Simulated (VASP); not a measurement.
# MgO (Fm-3m) in VASP: a series of runs, part 2 of 3

VASP 6.6.1.

## Step 3: Vibrations by perturbation theory, PBE

This run uses another cell than the first one, of 8.30 Å³/atom, 0.924 times its volume.

File INCAR:

```
ALGO = Normal ; EDIFF = 1E-8
ENCUT = 520 ; GGA = PE
IBRION = 8 ; ISIF = 2
ISMEAR = 0 ; LASPH = True
LCHARG = False ; LEPSILON = True
LREAL = False ; LWAVE = False
NBANDS = 11 ; NELM = 60
NSW = 1 ; PREC = Accurate
SIGMA = 0.01
```

File KPOINTS:

```
k-points
0
Gamma
  10 10 10
```

File POSCAR:

```
MgO
1.0
    0.0000000000      2.0242887472      2.0242887472
    2.0242887472      0.0000000000      2.0242887472
    2.0242887472      2.0242887472      0.0000000000
Mg O
1 1
Direct
    0.0000000000      0.0000000000      0.0000000000
    0.5000000000      0.5000000000      0.5000000000
```

Potentials or basis: VASP PAW PBE potentials, release 64 (Mg, O).

The run is started by

```bash
$ cat potpaw_PBE.64/Mg/POTCAR potpaw_PBE.64/O/POTCAR > POTCAR
$ mpirun -np 1 vasp_std > vasp.out
```

OUTCAR:

```text
EDIFF = 1E-8
   ENCUT = 520
   GGA = PE
   IBRION = 8
   ISIF = 2
   ISMEAR = 0
   LASPH = True
   LEPSILON = True
   LREAL = False
   NELM = 60
   NSW = 1
   PREC = Accurate

 ion  position               nearest neighbor table
   1  0.000  0.000  0.000-   2 2.02   2 2.02   2 2.02   2 2.02   2 2.02   2 2.02
   2  0.500  0.500  0.500-   1 2.02   1 2.02   1 2.02   1 2.02   1 2.02   1 2.02

  LATTYP: Found a face centered cubic cell.
 ALAT       =     4.0485774944

  Lattice vectors:

 A1 = (   0.0000000000,   2.0242887472,   2.0242887472)
 A2 = (   2.0242887472,   0.0000000000,   2.0242887472)
 A3 = (   2.0242887472,   2.0242887472,   0.0000000000)

Analysis of symmetry for initial positions (statically):
=====================================================================
 Subroutine PRICEL returns:
 Original cell was already a primitive cell.

 Routine SETGRP: Setting up the symmetry group for a
 face centered cubic supercell.

 Subroutine GETGRP returns: Found 48 space group operations
 (whereof 48 operations were pure point group operations)
 out of a pool of 48 trial point group operations.

The static configuration has the point symmetry O_h .

Analysis of symmetry for dynamics (positions and initial velocities):
=====================================================================
 Subroutine PRICEL returns:
 Original cell was already a primitive cell.

 Routine SETGRP: Setting up the symmetry group for a
 face centered cubic supercell.

 Subroutine GETGRP returns: Found 48 space group operations
 (whereof 48 operations were pure point group operations)
 out of a pool of 48 trial point group operations.

The dynamic configuration has the point symmetry O_h .

 Subroutine INISYM returns: Found 48 space group operations
 (whereof 48 operations are pure point group operations),
 and found     1 'primitive' translations

----------------------------------------------------------------------------------------

                                     Primitive cell

  volume of cell :      16.5900

  direct lattice vectors                    reciprocal lattice vectors
     0.000000000  2.024288747  2.024288747    -0.247000336  0.247000336  0.247000336
     2.024288747  0.000000000  2.024288747     0.247000336 -0.247000336  0.247000336
     2.024288747  2.024288747  0.000000000     0.247000336  0.247000336 -0.247000336

  length of vectors
     2.862776600  2.862776600  2.862776600     0.427817131  0.427817131  0.427817131

  position of ions in fractional coordinates (direct lattice)
     0.000000000  0.000000000  0.000000000
     0.500000000  0.500000000  0.500000000

  ion indices of the primitive-cell ions
[... 525 lines left out ...]
    -0.00014  0.00000 -0.00000
     0.00000 -0.00014  0.00000
    -0.00000 -0.00000 -0.00016

--------------------------------------- Ionic step        4  -------------------------------------------

------------------------ aborting loop because EDIFF is reached ----------------------------------------

[... ionic steps 5 to 6 ...]

--------------------------------------- Ionic step        7  -------------------------------------------

 Free energy of the ion-electron system (eV)
  ---------------------------------------------------
  ---------------------------------------------------
  free energy    TOTEN  =        -0.35983238 eV

  energy without entropy =       -0.35983238

------------------------ aborting loop because EDIFF is reached ----------------------------------------

 INTERNAL STRAIN TENSOR  FOR ION    2  DIRECTION 1   (eV/Angst):
 -----------------------------------------------------------------------------
    -0.00483  0.00000  0.00000
    -0.00000  0.00692  0.00000
     0.00000  0.00000  0.00692

 MACROSCOPIC STATIC DIELECTRIC TENSOR (including local field effects in DFT)
 ------------------------------------------------------
           3.006872    -0.000000     0.000000
           0.000000     3.006872     0.000000
          -0.000000     0.000000     3.006872
 ------------------------------------------------------

 PIEZOELECTRIC TENSOR (including local field effects)  for field in x, y, z        (e  Angst)
          XX          YY          ZZ          XY          YZ          ZX
  --------------------------------------------------------------------------------
  x     0.00000     0.00000     0.00000     0.00000     0.00000     0.00000
  y     0.00000     0.00000     0.00000     0.00000     0.00000     0.00000
  z     0.00000     0.00000     0.00000     0.00000     0.00000     0.00000

 PIEZOELECTRIC TENSOR (including local field effects)  for field in x, y, z        (C/m^2)
          XX          YY          ZZ          XY          YZ          ZX
  --------------------------------------------------------------------------------
  x     0.00000     0.00000     0.00000     0.00000     0.00000     0.00000
  y     0.00000     0.00000     0.00000     0.00000     0.00000     0.00000
  z     0.00000     0.00000     0.00000     0.00000     0.00000     0.00000

 BORN EFFECTIVE CHARGES (including local field effects) (in |e|, cummulative output)
 ---------------------------------------------------------------------------------
 ion    1
    1     1.92168    -0.00000     0.00000
    2    -0.00000     1.92168    -0.00000
    3    -0.00000    -0.00000     1.92168
 ion    2
    1    -1.92168     0.00000    -0.00000
    2     0.00000    -1.92168     0.00000
    3     0.00000     0.00000    -1.92168

 INTERNAL STRAIN TENSOR FOR ION    2 for displacements in x,y,z  (eV/Angst):
          X           Y           Z          XY          YZ          ZX
  --------------------------------------------------------------------------------
  x     0.00000     0.00000     0.00000     0.00000     0.00000     0.00000
  y     0.00000     0.00000     0.00000     0.00000     0.00000     0.00000
  z     0.00000     0.00000     0.00000     0.00000     0.00000     0.00000

 SECOND DERIVATIVES (NOT SYMMETRIZED)
 ------------------------------------
               1X          1Y          1Z          2X          2Y          2Z
  1X    -9.219003    0.000000    0.000000    9.219003    0.000000    0.000000
  1Y     0.000000   -9.219003    0.000000    0.000000    9.219003    0.000000
  1Z     0.000000    0.000000   -9.219003    0.000000    0.000000    9.219003
  2X     9.215311    0.000000    0.000000   -9.215311    0.000000    0.000000
  2Y     0.000000    9.215311    0.000000    0.000000   -9.215311    0.000000
  2Z     0.000000    0.000000    9.215311    0.000000    0.000000   -9.215311

 Eigenvectors and eigenvalues of the dynamical matrix
 ----------------------------------------------------

   1 f  =   15.279597 THz    96.004542 2PiTHz  509.672511 cm-1    63.191309 meV
             X         Y         Z           dx          dy          dz
      0.000000  0.000000  0.000000     0.000000    0.630134    0.000000
      2.024289  2.024289  2.024289     0.000000   -0.776486    0.000000
[... 21 lines left out ...]
   6 f/i=    0.001497 THz     0.009409 2PiTHz    0.049950 cm-1     0.006193 meV
             X         Y         Z           dx          dy          dz
      0.000000  0.000000  0.000000     0.000000    0.000000    0.776486
      2.024289  2.024289  2.024289     0.000000    0.000000    0.630134

--------------------------------------------------------------------------------------------------------

 MACROSCOPIC STATIC DIELECTRIC TENSOR IONIC CONTRIBUTION
 ------------------------------------------------------
           4.370035    -0.000000     0.000000
          -0.000000     4.370035    -0.000000
           0.000000    -0.000000     4.370035
 ------------------------------------------------------

 ELASTIC MODULI CONTR FROM IONIC RELAXATION (kBar)
 Direction    XX          YY          ZZ          XY          YZ          ZX
 --------------------------------------------------------------------------------
 XX           0.0000      0.0000      0.0000      0.0000      0.0000      0.0000
 YY           0.0000      0.0000      0.0000      0.0000      0.0000      0.0000
 ZZ           0.0000      0.0000      0.0000      0.0000      0.0000      0.0000
 XY           0.0000      0.0000      0.0000      0.0000      0.0000      0.0000
 YZ           0.0000      0.0000      0.0000      0.0000      0.0000      0.0000
 ZX           0.0000      0.0000      0.0000      0.0000      0.0000      0.0000
 --------------------------------------------------------------------------------

 PIEZOELECTRIC TENSOR IONIC CONTR  for field in x, y, z        (C/m^2)
          XX          YY          ZZ          XY          YZ          ZX
  --------------------------------------------------------------------------------
  x     0.00000     0.00000     0.00000     0.00000     0.00000     0.00000
  y     0.00000     0.00000     0.00000     0.00000     0.00000     0.00000
  z     0.00000     0.00000     0.00000     0.00000     0.00000     0.00000
```

OSZICAR:

```text
N       E                     dE             d eps       ncg     rms          rms(c)
DAV:   1     0.151238398274E+02    0.15124E+02   -0.48456E+03  1170   0.664E+02
DAV:   2    -0.127864824412E+02   -0.27910E+02   -0.27569E+02  1204   0.145E+02
DAV:   3    -0.133089868022E+02   -0.52250E+00   -0.52222E+00  1220   0.167E+01
DAV:   4    -0.133101843758E+02   -0.11976E-02   -0.11976E-02  1142   0.912E-01
[... 120 lines left out ...]
RMM:   6    -0.359841680641E+00   -0.10395E-05   -0.95568E-08  3786   0.223E-03    0.903E-04
RMM:   7    -0.359832847928E+00    0.88327E-05   -0.12862E-08  3812   0.108E-03    0.127E-04
RMM:   8    -0.359832417033E+00    0.43089E-06   -0.48805E-11  3845   0.732E-05    0.346E-05
RMM:   9    -0.359832383860E+00    0.33173E-07   -0.24103E-11  3940   0.472E-05    0.221E-06
RMM:  10    -0.359832382028E+00    0.18321E-08   -0.12055E-11  3612   0.290E-06    0.103E-06
 Linear response finished
```

stdout:

```text
POSCAR found type information on POSCAR MgO
 POSCAR found :  2 types and       2 ions
 scaLAPACK will be used
 LDA part: xc-table for (Slater+PW92), standard interpolation
 POSCAR, INCAR and KPOINTS ok, starting setup
 FFT: planning ... GRIDC
 FFT: planning ... GRID_SOFT
 FFT: planning ... GRID
 WAVECAR not read
 entering main loop
[... 23 lines left out ...]
  Direction:   3
 dielectric tensor                  component  3 :     0.035     0.236     3.007
 Linear response DOF=           2
 Linear response progress:
 first order change of Fermi-energy   0.63025E-04
 force on displaced ion       1 direction 1 :  -9.219   0.000   0.000
 Born effective charge ion    1 direction 1 :   1.921   0.000   0.000
 Linear response progress:
 first order change of Fermi-energy   0.12057E-02
 force on displaced ion       2 direction 1 :  -9.215   0.000   0.000
 Born effective charge ion    2 direction 1 :  -1.922   0.000   0.000
 Born effective charges drift removed
 Linear response finished
```

Wall time 1.7 min (1 thread of Intel Xeon Platinum 8375C at 2.90GHz (Ice Lake), shared host); peak memory 0.19 GiB.

Results:

| Item | Value |
| --- | --- |
| Electronic dielectric tensor (diagonal) | 3.01 |
| Born charges (mean of the diagonal) | Mg +1.92; O -1.92 e |
| Highest phonon frequency at Γ, LO-TO splitting left out | 510 cm⁻¹ |

Phonon frequencies in cm⁻¹ (negative: imaginary):
| q point | frequencies |
| --- | --- |
| (0.000, 0.000, 0.000) | 0 0 0 510 510 510 |

Electronic dielectric tensor:
```
3.01 0.00 0.00
0.00 3.01 0.00
0.00 0.00 3.01
```

Born effective charge tensors (e):
atom 1, Mg
```
1.92 0.00 0.00
0.00 1.92 0.00
0.00 0.00 1.92
```
atom 2, O
```
-1.92  0.00  0.00
 0.00 -1.92  0.00
 0.00  0.00 -1.92
```

Caveat: the cell wasn't relaxed at this level first, which shifts response properties.

## Step 4: Vibrations by perturbation theory, PBE

This run uses another cell than the first one, of 9.12 Å³/atom, 1.016 times its volume.

File INCAR:

```
ALGO = Normal
EDIFF = 1E-8
ENCUT = 520
GGA = PE
IBRION = 8
ISIF = 2
ISMEAR = 0
LASPH = T
LCHARG = F
LEPSILON = T
LREAL = F
LWAVE = F
NBANDS = 11
NELM = 80
NSW = 1
PREC = Accurate
SIGMA = 0.01
```

KPOINTS is that of step 3.

File POSCAR:

```
MgO
1.0
    0.0000000000      2.0889564158      2.0889564158
    2.0889564158      0.0000000000      2.0889564158
    2.0889564158      2.0889564158      0.0000000000
Mg O
1 1
Direct
    0.0000000000      0.0000000000      0.0000000000
    0.5000000000      0.5000000000      0.5000000000
```

Potentials or basis: VASP PAW PBE potentials, release 64 (Mg, O).

The run is started by

```bash
$ cat potpaw_PBE.64/Mg/POTCAR potpaw_PBE.64/O/POTCAR > POTCAR
$ mpirun -np 1 vasp_std > vasp.out
```

OUTCAR:

```text
EDIFF = 1E-8
   ENCUT = 520
   GGA = PE
   IBRION = 8
   ISIF = 2
   ISMEAR = 0
   LASPH = T
   LEPSILON = T
   LREAL = F
   NELM = 80
   NSW = 1
   PREC = Accurate

 ion  position               nearest neighbor table
   1  0.000  0.000  0.000-   2 2.09   2 2.09   2 2.09   2 2.09   2 2.09   2 2.09
   2  0.500  0.500  0.500-   1 2.09   1 2.09   1 2.09   1 2.09   1 2.09   1 2.09

  LATTYP: Found a face centered cubic cell.
 ALAT       =     4.1779128316
[... 665 lines left out ...]
      2.088956  2.088956  2.088956     0.000000   -0.776737    0.000000
[... 21 lines left out ...]
   6 f/i=    0.003760 THz     0.023622 2PiTHz    0.125407 cm-1     0.015548 meV
             X         Y         Z           dx          dy          dz
      0.000000  0.000000  0.000000     0.000000    0.000000    0.776737
      2.088956  2.088956  2.088956     0.000000    0.000000    0.629825

--------------------------------------------------------------------------------------------------------

 MACROSCOPIC STATIC DIELECTRIC TENSOR IONIC CONTRIBUTION
 ------------------------------------------------------
           6.136754     0.000000    -0.000000
           0.000000     6.136754    -0.000000
          -0.000000    -0.000000     6.136754
 ------------------------------------------------------

 ELASTIC MODULI CONTR FROM IONIC RELAXATION (kBar)
 Direction    XX          YY          ZZ          XY          YZ          ZX
 --------------------------------------------------------------------------------
 XX           0.0000      0.0000      0.0000      0.0000      0.0000      0.0000
 YY           0.0000      0.0000      0.0000      0.0000      0.0000      0.0000
 ZZ           0.0000      0.0000      0.0000      0.0000      0.0000      0.0000
 XY           0.0000      0.0000      0.0000      0.0000      0.0000      0.0000
 YZ           0.0000      0.0000      0.0000      0.0000      0.0000      0.0000
 ZX           0.0000      0.0000      0.0000      0.0000      0.0000      0.0000
 --------------------------------------------------------------------------------

 PIEZOELECTRIC TENSOR IONIC CONTR  for field in x, y, z        (C/m^2)
          XX          YY          ZZ          XY          YZ          ZX
  --------------------------------------------------------------------------------
  x     0.00000     0.00000     0.00000     0.00000     0.00000     0.00000
  y     0.00000     0.00000     0.00000     0.00000     0.00000     0.00000
  z     0.00000     0.00000     0.00000     0.00000     0.00000     0.00000
```

Run time: 94 s. Hardware: 1 thread of AMD EPYC 9R45 (Zen 5), shared host; peak memory 0.17 GiB.

What came out:

```yaml
Electronic_dielectric_tensor_diagonal: 3.10
Born_charges_mean_of_the_diagonal: Mg +1.96; O -1.96 e
Highest_phonon_frequency_at_Γ_LO-TO_splitting_left_out: 418 cm⁻¹
```

Phonon frequencies in cm⁻¹ (negative: imaginary):
```
              q point        frequencies
(0.000, 0.000, 0.000)  0 0 0 418 418 418
```

Electronic dielectric tensor:
```
3.10 0.00 0.00
0.00 3.10 0.00
0.00 0.00 3.10
```

Born effective charge tensors (e):
atom 1, Mg
```
1.96 0.00 0.00
0.00 1.96 0.00
0.00 0.00 1.96
```
atom 2, O
```
-1.96  0.00  0.00
 0.00 -1.96  0.00
 0.00  0.00 -1.96
```

Caveat: the cell wasn't relaxed at this level first, which shifts response properties.

[end of part 2 of 3]
